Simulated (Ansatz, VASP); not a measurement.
## One calculation of BaS, two programs

```xyz
2
Lattice="0.0000 3.2169 3.2169 3.2169 0.0000 3.2169 3.2169 3.2169 0.0000" Properties=species:S:1:pos:R:3 pbc="T T T"
Ba    0.0000    0.0000    0.0000
S     3.2169    3.2169    3.2169
```

Change from the starting cell: species swapped into the SmBi type (Fm-3m, No. 225).

Alike in both runs: task relaxation of cell and atoms; functional PBE; k mesh 4 × 4 × 4; occupations gaussian, width 0.15 eV; no spin polarisation.

|  | VASP | Ansatz |
| --- | --- | --- |
| version | VASP 6.6.1 | Ansatz 0.2.0 |
| potentials or method | VASP PAW PBE potentials, release 64 (Ba_sv, S), cutoff 500 eV | scalar-relativistic, plane waves, PAW |
| valence electrons in the cell | 16 | 16 |

Ansatz gave:

| Quantity | Value |
| --- | --- |
| gap on the k mesh at the Fermi level, each at its own relaxed structure (eV) | 2.23 |
| relaxed volume (Å³/atom) | 33.29 |
| relaxed cell length with the largest relative difference (Å) | 4.549 |

Problem. Estimate VASP's values.

Solution. gap on the k mesh at the Fermi level, each at its own relaxed structure (eV): 2.16; relaxed volume (Å³/atom): 33.77; relaxed cell length with the largest relative difference (Å): 4.571.

The k mesh is coarse, so the values compare programs but aren't converged. Spin-orbit coupling is off throughout.
